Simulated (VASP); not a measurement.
Runs of VASP 6.6.1 on TaRu. The structure is that of space group P4/mmm (No. 123), or close to it. The cells are those of the table. 

```csv
task,cell,gap on the mesh (eV),pressure (GPa)
single point,"a = 3.053, b = 3.053, c = 3.457 Å, 2 atoms",none,(b)
electric field gradients,"a = 3.113, b = 3.113, c = 3.455 Å, 2 atoms",none,-22.1
single point,"a = 3.012, b = 3.012, c = 3.343 Å, 2 atoms",none,1.4
single point,"a = 3.053, b = 3.053, c = 3.321 Å, 2 atoms",none,(a)
electric field gradients,"a = 3.073, b = 3.073, c = 3.411 Å, 2 atoms",none,-14.2
```

Alike in all rows: level LDA; potentials or basis VASP PAW LDA potentials, release 64 (Ta_pv, Ru_pv); no spin polarisation; k mesh 11 × 11 × 10; cutoff (eV) 520; smearing fermi-dirac 0.05 eV.

Q: Estimate the missing entries.

A: (a) -4.6; (b) -14.1.

Caveats: spin-orbit coupling is left out, which moves the levels of the heavy elements.

A k mesh can miss the band edges, and the runs leave out spin-orbit coupling on Ru, Ta.

A gap of «none» marks levels without a gap at the run's occupations.
